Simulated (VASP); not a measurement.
Wanted: the native input for a VASP 6.6.1 run.

* Task: single point
* Functional: PBE
* Dispersion: D3(BJ)
* Potentials or basis: VASP PAW PBE potentials, release 64 (Cl)
* Cutoff: 520 eV
* k mesh: 4 × 8 × 4
* Occupations: gaussian, width 0.02 eV
* Spin: no spin polarisation
* Dipole correction: no
* Further INCAR settings: ALGO = Normal; EDIFF = 1e-06; NBANDS = 38

The structure of Cl lies in POSCAR:

```
Cl
1.0
    6.5605336369      0.0000000000      0.0000000000
    0.0000000000      4.2499741816      0.0000000000
    0.0000000000      0.0000000000      7.7280465226
Cl
8
Direct
    0.5000000000      0.3660982701      0.1089944604
    0.5000000000      0.8660982701      0.3910055396
    0.5000000000      0.6339017299      0.8910055396
    0.5000000000      0.1339017299      0.6089944604
    0.0000000000      0.8660982701      0.1089944604
    0.0000000000      0.3660982701      0.3910055396
    0.0000000000      0.1339017299      0.8910055396
    0.0000000000      0.6339017299      0.6089944604
```

This cell differs from its parent crystal: uniaxial strain along c: -4.5 %, then relaxed in part.

The input as run:

INCAR

```
SYSTEM = Cl
PREC = Accurate ; ENCUT = 520
EDIFF = 1E-6 ; ISMEAR = 0
SIGMA = 0.02 ; LREAL = .FALSE.
LASPH = .TRUE. ; NELM = 100
ALGO = Normal ; ISIF = 2
LWAVE = .FALSE. ; LCHARG = .FALSE.
GGA = PE ; IVDW = 12
NBANDS = 38
```

KPOINTS

```
Automatic mesh
0
G
  4 8 4
  0 0 0
```

Potentials or basis: VASP PAW PBE potentials, release 64 (Cl).

The run is started by

```console
$ cat potpaw_PBE.64/Cl/POTCAR > POTCAR
$ mpirun -np 1 vasp_std > vasp.out
```

It gave:

```
Pressure                   : -0.2 GPa
Largest force              : 0.172 eV/Å
Band gap on the k mesh     : 2.45 eV
Dispersion energy per atom : -0.165 eV
```

Caveat: the cell differs from its parent crystal (uniaxial strain along c: -4.5 %, then relaxed in part).

It took 5.5 min on 1 thread of Intel(R) Xeon(R) Platinum 8488C (Sapphire Rapids), on a shared host, peak memory 0.44 GiB.
